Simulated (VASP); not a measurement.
A run of VASP 6.6.1 is set up as follows.

File INCAR:

```
SYSTEM = TlH5
PREC = Accurate
ENCUT = 520
EDIFF = 1E-6
ISMEAR = 0
SIGMA = 0.1
LREAL = .False.
LASPH = .True.
NELM = 80
ALGO = Normal
ISIF = 2
LWAVE = .False.
LCHARG = .True.
GGA = PE
LELF = .True.
LVHAR = .True.
NBANDS = 18
```

File KPOINTS:

```
Automatic mesh
0
Gamma
  6 6 4
  0 0 0
```

File POSCAR:

```
TlH5
1.0
    3.0723817029      0.0000000000      0.0000000000
   -1.5361908514      2.6607606048      0.0000000000
    0.0000000000      0.0000000000      6.8546420033
Tl H
1 5
Direct
    0.0000000000      0.0000000000      0.5000000000
    0.0000000000      0.0000000000      0.2527238554
    0.0000000000      0.0000000000      0.7472761446
    0.5000000000      0.0000000000      0.0000000000
    0.0000000000      0.5000000000      0.0000000000
    0.5000000000      0.5000000000      0.0000000000
```

Potentials or basis: VASP PAW PBE potentials, release 64 (Tl_d, H).

The run is started by

```sh
$ cat potpaw_PBE.64/Tl_d/POTCAR potpaw_PBE.64/H/POTCAR > POTCAR
$ mpirun -np 1 vasp_std > vasp.out
```

Question: What does it give for the band gap on the k mesh?

Answer: Zero (band 9 reaches 5.29 eV, above the bottom of band 10 at 0.56 eV).

Question: Estimate the pressure.

Answer: -0.2 GPa.

Question: Estimate the largest force.

Answer: 0.036 eV/Å.

Stress tensor (GPa, compression positive):
```
-0.15  0.00  0.00
 0.00 -0.15  0.00
 0.00  0.00 -0.26
```

Caveat: the k points lie up to 0.39 Å⁻¹ apart; spin-orbit coupling is left out, which moves the levels of the heavy elements.
